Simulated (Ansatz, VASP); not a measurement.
## Al2O3 in VASP and in Ansatz

File INCAR:

```
SYSTEM = Al2O3
ALGO     = Normal         ! electronic algorithm
EDIFF    = 1E-6           ! SCF threshold, eV
ENCUT    = 520            ! plane-wave cutoff, eV
GGA      = PE             ! functional
ISIF     = 2              ! what is computed and relaxed
ISMEAR   = 0              ! smearing method
IVDW     = 12             ! dispersion correction
LASPH    = .TRUE.         ! aspherical terms in the spheres
LCHARG   = .FALSE.        ! write CHGCAR
LREAL    = .FALSE.        ! projectors in reciprocal space
LWAVE    = .FALSE.        ! write WAVECAR
NBANDS   = 20             ! bands
NELM     = 60             ! most SCF steps
PREC     = Accurate       ! precision mode
SIGMA    = 0.05           ! smearing width, eV
```

Contents of KPOINTS:

```
k-points
0
G
  9 9 4
  0 0 0
```

Contents of POSCAR:

```
Al2O3
1.0
    2.9416895826      0.0000000000      0.0000000000
   -1.4708447913      2.5475779086      0.0000000000
    0.0000000000      0.0000000000      7.4858055969
Al O
2 3
Direct
    0.0000000000      0.0000000000      0.1907358529
    0.0000000000      0.0000000000      0.8092641471
    0.3333333333      0.6666666667      0.2772396691
    0.6666666667      0.3333333333      0.0000000000
    0.3333333333      0.6666666667      0.7227603309
```

Input for Ansatz:

```yaml
crystal:
  lattice:
    - [2.9416895826, 0.0, 0.0]
    - [-1.4708447913, 2.5475779086, 0.0]
    - [0.0, 0.0, 7.4858055969]
  atoms:
    - { symbol: Al, position: [0.0, 0.0, 0.1907358529] }
    - { symbol: Al, position: [0.0, 0.0, 0.8092641471] }
    - { symbol: O, position: [0.3333333333, 0.6666666667, 0.2772396691] }
    - { symbol: O, position: [0.6666666667, 0.3333333333, 0.0] }
    - { symbol: O, position: [0.3333333333, 0.6666666667, 0.7227603309] }
basis:
  ecutwfc: 520.0
kpoints:
  mp_grid: { grid: [9, 9, 4] }
hamiltonian:
  xc: pbe
  pseudopotentials: { kind: paw, azcp: { folder: soft_1 } }
  dispersion: d3bj
scf:
  occupations: { method: gaussian, width: 0.05 }
output:
  forces: true
  stress: true
  eigenvalues: true
```

Alike in both runs: task single point; functional PBE; dispersion D3(BJ); k mesh 9 × 9 × 4; occupations gaussian, width 0.05 eV; no spin polarisation.

|  | VASP | Ansatz |
| --- | --- | --- |
| version | VASP 6.6.1 | Ansatz 0.2.0 |
| potentials or method | VASP PAW PBE potentials, release 64 (Al, O), cutoff 520 eV | scalar-relativistic, plane waves, PAW |
| valence electrons in the cell | 24 | 24 |

|  | VASP | Ansatz | Ansatz less VASP |
| --- | --- | --- | --- |
| gap on the k mesh at the Fermi level (eV) | 4.06 | 4.08 | +0.016 |
| least direct gap on the mesh (eV) | 4.19 | 4.20 | +0.014 |
| pressure (GPa) | -9.4 | -9.3 | +0.03 |
| traceless stress, the component that is largest in VASP (GPa) | 4.23 | 4.43 | +0.194 |
| rms of the force components (eV/Å) | 0.182 | 0.195 | +0.0126 |

Atom by atom the forces differ by 0.016 eV/Å (rms over components).
